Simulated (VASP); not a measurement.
Wanted: the native input for a VASP 6.6.1 run.

- Task: single point
- Functional: PBE
- Potentials or basis: VASP PAW PBE potentials, release 64 (Nb_sv, Ga_d, Se)
- Cutoff: 520 eV
- k mesh: 6 × 6 × 4
- Occupations: gaussian, width 0.1 eV
- Spin: collinear spin
- Starting moments: [2.03, -0.02, -0.09, -0.09, -0.09] μB
- Dipole correction: no
- Further INCAR settings: ALGO = Normal; EDIFF = 1e-06; NBANDS = 34

The structure of NbGaSe3 lies in POSCAR:

```
NbGaSe3
1.0
    5.2535277700      0.0000000000      0.0000000000
   -2.6267638900      4.5496885100      0.0000000000
    0.0000000000      0.0000000000      5.3482305700
Nb Ga Se
1 1 3
Direct
    0.0000000000      0.0000000000      0.5000000000
    0.0000000000      0.0000000000      0.0000000000
    0.5000000000      0.0000000000      0.0000000000
    0.0000000000      0.5000000000      0.0000000000
    0.5000000000      0.5000000000      0.0000000000
```

The cell was generated, and may not be a known phase.

One way to write it, as run:

INCAR

```
PREC = Accurate
ENCUT = 520
EDIFF = 1E-6
ISMEAR = 0
SIGMA = 0.1
LREAL = F
LASPH = T
NELM = 150
ALGO = Normal
ISIF = 2
LWAVE = F
LCHARG = F
ISPIN = 2
MAGMOM = 2.03 -0.02 -0.09 -0.09 -0.09
LORBIT = 11
LMAXMIX = 4
GGA = PE
NBANDS = 34
```

KPOINTS

```
Automatic mesh
0
Gamma
  6 6 4
```

Potentials or basis: VASP PAW PBE potentials, release 64 (Nb_sv, Ga_d, Se).

Run with:

```sh
$ cat potpaw_PBE.64/Nb_sv/POTCAR potpaw_PBE.64/Ga_d/POTCAR potpaw_PBE.64/Se/POTCAR > POTCAR
$ mpirun -np 1 vasp_std > vasp.out
```

Results of the run:

```
Pressure                                              : 10.2 GPa
Net moment                                            : 2.63 μB per cell
Site moments                                          : Nb +2.03; Ga -0.03; Se -0.08 μB
Valence electrons inside the program's atomic spheres : Nb 10.64; Ga 11.78; Se 3.80
```

Caveat: the stress differs along the axes, from -6 to 18 GPa.

Run time: 2.3 min on 1 thread of Intel(R) Xeon(R) Platinum 8488C (Sapphire Rapids), on a shared host, peak memory 0.37 GiB.
